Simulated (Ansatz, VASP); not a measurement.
Bi: VASP beside Ansatz

File INCAR:

```
SYSTEM = Bi
PREC = Accurate
ENCUT = 520
EDIFF = 1E-6
ISMEAR = 0
SIGMA = 0.15
LREAL = .False.
LASPH = .True.
NELM = 80
ALGO = Fast
ISIF = 2
LWAVE = .False.
LCHARG = .True.
GGA = PS
IVDW = 12
LELF = .True.
LVHAR = .True.
NBANDS = 14
```

KPOINTS

```
regular mesh
0
Gamma
  18 18 18
  0 0 0
```

POSCAR

```
Bi
1.0
   -1.9253026027      1.9253026027      2.0747060847
    1.9253026027     -1.9253026027      2.0747060847
    1.9253026027      1.9253026027     -2.0747060847
Bi
1
Direct
    0.0000000000      0.0000000000      0.0000000000
```

Input for Ansatz:

```yaml
crystal:
  lattice:
    - [-1.9253026027, 1.9253026027, 2.0747060847]
    - [1.9253026027, -1.9253026027, 2.0747060847]
    - [1.9253026027, 1.9253026027, -2.0747060847]
  atoms:
    - { symbol: Bi, position: [0.0, 0.0, 0.0] }
basis:
  ecutwfc: 420
kpoints:
  mp_grid: { grid: [18, 18, 18] }
hamiltonian:
  xc: pbesol
  pseudopotentials: { kind: paw }
  dispersion: d3bj
scf:
  occupations: { method: gaussian, width: 0.15 }
output:
  forces: true
  stress: true
  eigenvalues: true
```

Alike in both runs: task single point; functional PBEsol; dispersion D3(BJ); k mesh 18 × 18 × 18; occupations gaussian, width 0.15 eV; no spin polarisation.

|  | VASP | Ansatz |
| --- | --- | --- |
| version | VASP 6.6.1 | Ansatz 0.2.0 |
| potentials or method | VASP PAW PBE potentials, release 64 (Bi_d), cutoff 520 eV | scalar-relativistic, plane waves, PAW |
| valence electrons in the cell | 15 | 15 |

Ansatz gave:

```
gap on the k mesh at the Fermi level (eV)                     : none
pressure (GPa)                                                : -4.2
traceless stress, the component that is largest in VASP (GPa) : -0.57
```

Question: What did VASP give for the same quantities?

Answer: gap on the k mesh at the Fermi level (eV): none; pressure (GPa): -4.3; traceless stress, the component that is largest in VASP (GPa): -0.56.

VASP's potentials were made for PBE, not for PBEsol. A gap of «none» marks a metal or a gap that the smearing closes.

Spin-orbit coupling is off throughout.
